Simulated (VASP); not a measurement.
# KF (I-4m2) in VASP: a series of runs, part 2 of 2

VASP 6.6.1. Earlier steps stand in the parts before.

### Step 3. Single point, r2SCAN (biaxial xy strain +4.7%)

POSCAR

```
KF
1.0
    0.0000000000      3.0724844705      2.9354012329
    3.0724844705      0.0000000000      2.9354012329
    3.0724844705      3.0724844705      0.0000000000
K F
1 1
Direct
    0.0000000000      0.0000000000      0.0000000000
    0.2500000000      0.2500000000      0.2500000000
```

INCAR.step1

```
SYSTEM = KF
PREC     = Accurate       ! precision mode
ENCUT    = 520            ! plane-wave cutoff, eV
ISMEAR   = 0              ! smearing method
SIGMA    = 0.01           ! smearing width, eV
LREAL    = .False.        ! projectors in reciprocal space
LASPH    = .True.         ! aspherical terms in the spheres
NELM     = 80             ! most SCF steps
NBANDS   = 15             ! bands
GGA      = PE             ! functional
ALGO     = Normal         ! electronic algorithm
EDIFF    = 1E-4           ! SCF threshold, eV
LWAVE    = .True.         ! write WAVECAR
LCHARG   = .False.        ! write CHGCAR
```

INCAR.step2

```
SYSTEM = KF
PREC     = Accurate       ! precision mode
ENCUT    = 520            ! plane-wave cutoff, eV
EDIFF    = 1E-6           ! SCF threshold, eV
ISMEAR   = 0              ! smearing method
SIGMA    = 0.01           ! smearing width, eV
LREAL    = .False.        ! projectors in reciprocal space
LASPH    = .True.         ! aspherical terms in the spheres
NELM     = 80             ! most SCF steps
ALGO     = Normal         ! electronic algorithm
ISIF     = 2              ! what is computed and relaxed
LWAVE    = .False.        ! write WAVECAR
LCHARG   = .False.        ! write CHGCAR
METAGGA  = R2SCAN         ! meta-GGA
LMIXTAU  = .True.       
NBANDS   = 15             ! bands
ISTART   = 1
```

KPOINTS

```
regular mesh
0
Gamma
  8 8 8
  0 0 0
```

Potentials or basis: VASP PAW PBE potentials, release 64 (K_sv, F).

The run is started by

```console
> cat potpaw_PBE.64/K_sv/POTCAR potpaw_PBE.64/F/POTCAR > POTCAR
> cp INCAR.step1 INCAR
> mpirun -np 1 vasp_std > vasp.out
> cp INCAR.step2 INCAR
> mpirun -np 1 vasp_std > vasp.out
```

OUTCAR:

```text
SYSTEM = KF
   PREC = Accurate
   ENCUT = 520
   EDIFF = 1E-6
   ISMEAR = 0
   LREAL = .False.
   LASPH = .True.
   NELM = 80
   ISIF = 2
   METAGGA = R2SCAN
   ISTART = 1

 ion  position               nearest neighbor table
   1  0.000  0.000  0.000-   2 2.62   2 2.62   2 2.62   2 2.62
   2  0.250  0.250  0.250-   1 2.62   1 2.62   1 2.62   1 2.62

  LATTYP: Found a body centered tetragonal cell.
 ALAT       =     4.3451492084
 C/A-ratio  =     1.3511164253

  Lattice vectors:

 A1 = (   0.0000000000,  -3.0724844705,  -2.9354012329)
 A2 = (   0.0000000000,   3.0724844705,  -2.9354012329)
 A3 = (   3.0724844705,   0.0000000000,   2.9354012329)

Analysis of symmetry for initial positions (statically):
=====================================================================
 Subroutine PRICEL returns:
 Original cell was already a primitive cell.

 Routine SETGRP: Setting up the symmetry group for a
 body centered tetragonal supercell.

 Subroutine GETGRP returns: Found  8 space group operations
 (whereof  8 operations were pure point group operations)
 out of a pool of 16 trial point group operations.

The static configuration has the point symmetry D_2d.

Analysis of symmetry for dynamics (positions and initial velocities):
=====================================================================
 Subroutine PRICEL returns:
 Original cell was already a primitive cell.

 Routine SETGRP: Setting up the symmetry group for a
 body centered tetragonal supercell.

 Subroutine GETGRP returns: Found  8 space group operations
 (whereof  8 operations were pure point group operations)
 out of a pool of 16 trial point group operations.

The dynamic configuration has the point symmetry D_2d.

 Subroutine INISYM returns: Found  8 space group operations
 (whereof  8 operations are pure point group operations),
 and found     1 'primitive' translations

----------------------------------------------------------------------------------------

                                     Primitive cell

  volume of cell :      55.4213

  direct lattice vectors                    reciprocal lattice vectors
     0.000000000  3.072484471  2.935401233    -0.162734753  0.162734753  0.170334465
     3.072484471  0.000000000  2.935401233     0.162734753 -0.162734753  0.170334465
     3.072484471  3.072484471  0.000000000     0.162734753  0.162734753 -0.170334465

  length of vectors
     4.249322442  4.249322442  4.345149208     0.286319803  0.286319803  0.286319803

  position of ions in fractional coordinates (direct lattice)
     0.000000000  0.000000000  0.000000000
     0.250000000  0.250000000  0.250000000

  ion indices of the primitive-cell ions
   primitive index   ion index
                 1           1
                 2           2

----------------------------------------------------------------------------------------

 KPOINTS: regular mesh

Automatic generation of k-mesh.
 Grid dimensions read from file:
 generate k-points for:    8    8    8

 Generating k-lattice:

  Cartesian coordinates                     Fractional coordinates (reciprocal lattice)
    -0.020341844  0.020341844  0.021291808     0.125000000 -0.000000000  0.000000000
     0.020341844 -0.020341844  0.021291808    -0.000000000  0.125000000  0.000000000
     0.020341844  0.020341844 -0.021291808     0.000000000  0.000000000  0.125000000
[... 41 lines left out ...]
   total plane-waves  NPLWV =  32768
   dimension x,y,z NGX =    32 NGY =   32 NGZ =   32
   dimension x,y,z NGXF=    64 NGYF=   64 NGZF=   64
   ions per type =               1   1
   NGX,Y,Z   is equivalent  to a cutoff of  12.52, 12.52, 12.24 a.u.
   NGXF,Y,Z  is equivalent  to a cutoff of  25.04, 25.04, 24.49 a.u.
 SYSTEM =  KF
   PREC   = accura    normal or accurate (medium, high low for compatibility)
   ISTART =      1    job   : 0-new  1-cont  2-samecut
   ICHARG =      0    charge: 1-file 2-atom 10-const
   ISPIN  =      1    spin polarized calculation?
   LNONCOLLINEAR =      F non collinear calculations
   LSORBIT =      F    spin-orbit coupling
   LASPH  =      T    aspherical Exc in radial PAW
   ENCUT  =  520.0 eV  38.22 Ry    6.18 a.u.   7.90  7.90  8.08*2*pi/ulx,y,z
   NELM   =     80;   NELMIN=  2; NELMDL=  0     # of ELM steps
   EDIFF  = 0.1E-05   stopping-criterion for ELM
   LREAL  =      F    real-space projection
   EDIFFG = 0.1E-04   stopping-criterion for IOM
   NSW    =      0    number of steps for IOM
   IBRION =     -1    ionic relax: 0-MD 1-quasi-New 2-CG
   NFREE  =      0    steps in history (QN), initial steepest desc. (CG)
   ISIF   =      2    stress and relaxation
   ISYM   =      2    0-nonsym 1-usesym 2-fastsym
   POTIM  = 0.5000    time-step for ionic-motion
   TEBEG  =    0.0;   TEEND  =   0.0 temperature during run
   PSTRESS=    0.0 pullay stress
   NELECT =      16.0000    total number of electrons
   NUPDOWN=      -1.0000    fix difference up-down
   EMIN   =  10.00;   EMAX   =-10.00  energy-range for DOS
   EFERMI =   0.00;   METHOD = LEGACY
   ISMEAR =     0;   SIGMA  =   0.01  broadening in eV -4-tet -1-fermi 0-gaus
   EFERMI_NEDOS =   21; number of points for ismear=-14 and -15
   IALGO  =     38    algorithm
   IMIX   =      4    mixing-type and parameters
     AMIX     =   0.40;   BMIX     =  1.00
     AMIX_MAG =   1.60;   BMIX_MAG =  1.00
  volume/ion in A,a.u.               =      27.71       187.00
  Fermi-wavevector in a.u.,A,eV,Ry     =   1.081988  2.044661 15.928321  1.170699
  Thomas-Fermi vector in A             =   2.218018
   LORBIT       =      0    0 simple, 1 ext, 2 COOP (PROOUT), +10 PAW based schemes
   METAGGA = R2SCAN    functional components
   LHFCALC =     F    Hartree Fock is set to
   AEXX    =    0.0000 exact exchange contribution
   IVDW    =     0    specifies the selected vdW correction
   LEPSILON=     F    determine dielectric tensor
   LRPA    =     F    only Hartree local field effects (RPA)
 non-spin polarized calculation
 Gauss-broadening in eV      SIGMA  =   0.01
  energy-cutoff  :      520.00
  volume of cell :       55.42
 maximum number of plane-waves:      1522
   NGX = 15   NGY = 15   NGZ = 17

 number of electron      16.0000007 magnetization

 Free energy of the ion-electron system (eV)
  ---------------------------------------------------
  ext. energy  EPLUGINS =         0.00000000
  ---------------------------------------------------
  free energy    TOTEN  =       -14.68157963 eV

  energy without entropy =      -14.68157963  energy(sigma->0) =      -14.68157963

 E-fermi :  -4.1800     XC(G=0):  -6.9477

 val. band max:       -4.2609656251   @ k =  -0.2500   0.2500   0.5000
 cond. band min:       1.2535003576   @ k =   0.0000   0.0000   0.0000
 fundamental gap:      5.5144659827
 Fermi energy:        -4.1799508110

 k-point     1 :       0.0000    0.0000    0.0000
  band No.  band energies     occupation
      1     -31.7847      2.00000
      2     -23.8863      2.00000
      3     -14.4462      2.00000
      4     -14.4350      2.00000
      5     -14.4350      2.00000
      6      -4.4104      2.00000
      7      -4.4104      2.00000
      8      -4.4050      2.00000
      9       1.2535      0.00000
     10       7.8376      0.00000
     11       7.9495      0.00000
     12       7.9495      0.00000
     13       8.1690      0.00000
     14       8.2705      0.00000
[... 401 lines left out ...]
      2     -23.9284      2.00000
      3     -14.5186      2.00000
      4     -14.4745      2.00000
      5     -14.4436      2.00000
      6      -4.5006      2.00000
      7      -4.3662      2.00000
      8      -4.3354      2.00000
      9       3.0733      0.00000
     10       5.8993      0.00000
     11       7.1524      0.00000
     12       7.6053      0.00000
     13       8.9061      0.00000
     14       9.0574      0.00000
     15      10.2692      0.00000

 [... further k-points ...]

------------------------ aborting loop because EDIFF is reached ----------------------------------------

  FORCE on cell =-STRESS in cart. coord.  units (eV):
  Direction    XX          YY          ZZ          XY          YZ          ZX
  --------------------------------------------------------------------------------------
  -------------------------------------------------------------------------------------
  Total       -0.6325727     -0.6325727     -0.5747110      0.0000000      0.0000000      0.0000000
  in kB      -18.2870712    -18.2870712    -16.6143454      0.0000000      0.0000000      0.0000000
  external PRESSURE =     -17.7294959 kB  Pullay stress =       0.0000000 kB

 VOLUME and BASIS-vectors are now :
 -----------------------------------------------------------------------------
  energy-cutoff  :      520.00
  volume of cell :       55.42
      direct lattice vectors                 reciprocal lattice vectors
     0.000000000  3.072484471  2.935401233    -0.162734753  0.162734753  0.170334465
     3.072484471  0.000000000  2.935401233     0.162734753 -0.162734753  0.170334465
     3.072484471  3.072484471  0.000000000     0.162734753  0.162734753 -0.170334465

 POSITION                                       TOTAL-FORCE (eV/Angst)
 -----------------------------------------------------------------------------------
      0.00000      0.00000      0.00000         0.000000      0.000000      0.000000
      1.53624      1.53624      1.46770        -0.000000     -0.000000     -0.000000
 -----------------------------------------------------------------------------------
    total drift:                               -0.000000     -0.000000     -0.000000

  FREE ENERGIE OF THE ION-ELECTRON SYSTEM (eV)
  ---------------------------------------------------
  free  energy   TOTEN  =       -14.6815796268 eV

  energy  without entropy=      -14.6815796268  energy(sigma->0) =      -14.68157963
```

Wall time 80 s (1 thread of Intel Xeon Platinum 8488C (Sapphire Rapids), shared host); peak memory 0.21 GiB.

What came out:

| Property | Result |
| --- | --- |
| Free energy | -14.6816 eV |
| Pressure | -1.8 GPa |
| Band gap on the k mesh | 5.51 eV (least direct gap 5.66 eV) |

Stress tensor (GPa, compression positive):
```
-1.83  0.00  0.00
 0.00 -1.83  0.00
 0.00  0.00 -1.66
```

Levels at points of the mesh, in eV from the valence-band top:
```
           k point  band 5  band 6  band 7  band 8  band 9  band 10  band 11  band 12
(0.00, 0.00, 0.00)  -10.17   -0.15   -0.15   -0.14    5.51    12.10    12.21    12.21
(0.50, 0.00, 0.00)  -10.21   -0.23   -0.09   -0.08    8.25     9.41    11.24    11.47
(0.50, 0.50, 0.00)  -10.22   -0.35   -0.02   -0.02    8.66     8.78    12.78    13.28
(0.50, 0.00, 0.50)  -10.19   -0.36   -0.01    0.00    8.54     8.66    12.48    13.32
```

Caveat: the cell differs from its parent crystal (biaxial xy strain +4.7%); the structure was generated, so it needn't be the stable form of KF; the PAW data sets were made with another functional, which shifts forces and pressure a little. A k mesh can miss the band edges.
